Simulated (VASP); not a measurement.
ZnO: single point with PBE

The system is ZnO.

```xyz
8
Lattice="-3.2947 3.2947 2.6948 3.2947 -3.2947 2.6948 3.2947 3.2947 -2.6948" Properties=species:S:1:pos:R:3 pbc="T T T"
Zn    2.3027   -0.9920    3.0270
Zn    0.9920    4.2867    0.3322
Zn    0.9920    2.3027    3.0270
Zn    2.3027    0.9920    0.3322
O     0.9912    2.3035   -0.3301
O     2.3035    0.9912    2.3647
O    -0.9912    2.3035    2.3647
O     4.2859    0.9912   -0.3301
```

| Quantity | Value |
| --- | --- |
| Program | VASP 6.6.1 |
| Task | single point |
| Functional | PBE |
| Potentials or basis | VASP PAW PBE potentials, release 64 (Zn, O) |
| Cutoff | 520 eV |
| k mesh | 8 × 8 × 8 |
| Occupations | gaussian, width 0.02 eV |
| Spin | no spin polarisation |
| Dipole correction | no |
| Further INCAR settings | ALGO = Normal; EDIFF = 1e-07; NBANDS = 46 |

The pressure is -5.2 GPa. The largest force is 0.009 eV/Å and the band gap on the k mesh is 0.83 eV.

Forces on the atoms (eV/Å):
```
Zn   0.006  0.006 -0.001
Zn  -0.006 -0.006 -0.001
Zn  -0.006  0.006 -0.001
Zn   0.006 -0.006 -0.001
O   -0.007  0.007  0.001
O    0.007 -0.007  0.001
O    0.007  0.007  0.001
O   -0.007 -0.007  0.001
```

Levels at points of the mesh, in eV from the valence-band top:
| k point | band 32 | band 33 | band 34 | band 35 | band 36 | band 37 | band 38 | band 39 | band 40 | band 41 |
| --- | --- | --- | --- | --- | --- | --- | --- | --- | --- | --- |
| (0.00, 0.00, 0.00) | -1.26 | -0.93 | -0.10 | -0.10 | 0.00 | 0.83 | 7.06 | 7.37 | 7.37 | 7.48 |
| (0.50, 0.00, 0.00) | -1.29 | -1.04 | -1.04 | -0.75 | -0.75 | 4.37 | 4.37 | 5.98 | 5.98 | 7.63 |
| (0.50, 0.50, 0.00) | -1.43 | -0.85 | -0.67 | -0.51 | -0.35 | 3.33 | 4.35 | 6.88 | 7.04 | 7.38 |
| (0.50, 0.50, 0.50) | -1.01 | -1.01 | -0.75 | -0.75 | -0.23 | 4.98 | 4.98 | 4.98 | 6.09 | 6.14 |

It took 4.2 min on 1 thread of Oxide Virtual Turin-like Processor (shared host), peak memory 0.35 GiB.

Caveat: the cell stands under tension. A k mesh can miss the band edges.
